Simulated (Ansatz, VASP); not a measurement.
## Two plane-wave programs on ZnSe

INCAR

```
ALGO = Normal
EDIFF = 1E-6
ENCUT = 520
GGA = PE
ISIF = 2
ISMEAR = 0
LASPH = T
LCHARG = T
LELF = T
LREAL = F
LVHAR = T
LWAVE = F
NBANDS = 16
NELM = 100
PREC = Accurate
SIGMA = 0.05
```

Contents of KPOINTS:

```
k-points
0
Gamma
  8 8 8
```

The input POSCAR:

```
ZnSe
1.0
    0.0000000000      2.7468826802      2.7468826802
    2.7468826802      0.0000000000      2.7468826802
    2.7468826802      2.7468826802      0.0000000000
Zn Se
1 1
Direct
    0.0000000000      0.0000000000      0.0000000000
    0.2500000000      0.2500000000      0.2500000000
```

Input for Ansatz:

```yaml
crystal:
  lattice:
    - [0.0, 2.7468826802, 2.7468826802]
    - [2.7468826802, 0.0, 2.7468826802]
    - [2.7468826802, 2.7468826802, 0.0]
  atoms:
    - { symbol: Zn, position: [0.0, 0.0, 0.0] }
    - { symbol: Se, position: [0.25, 0.25, 0.25] }
basis:
  ecutwfc: 420
  ecutrho_ratio: 4
kpoints:
  mp_grid: { grid: [8, 8, 8] }
hamiltonian:
  xc: pbe
scf:
  occupations: { method: gaussian, width: 0.05 }
output:
  forces: true
  stress: true
  eigenvalues: true
```

Alike in both runs: task single point; functional PBE; k mesh 8 × 8 × 8; occupations gaussian, width 0.05 eV; no spin polarisation.

|  | VASP | Ansatz |
| --- | --- | --- |
| version | VASP 6.6.1 | Ansatz 0.2.0 |
| potentials or method | VASP PAW PBE potentials, release 64 (Zn, Se), cutoff 520 eV | scalar-relativistic, plane waves, PAW |
| valence electrons in the cell | 18 | 28 |

|  | VASP | Ansatz | Ansatz less VASP |
| --- | --- | --- | --- |
| gap on the k mesh at the Fermi level (eV) | 1.68 | 1.68 | -0.006 |
| least direct gap on the mesh (eV) | 1.68 | 1.68 | -0.006 |
| pressure (GPa) | 10.0 | 9.7 | -0.34 |

VASP's potentials hold 18 valence electrons a cell and Ansatz's 28, so a difference there can come from the potentials and not from the codes.
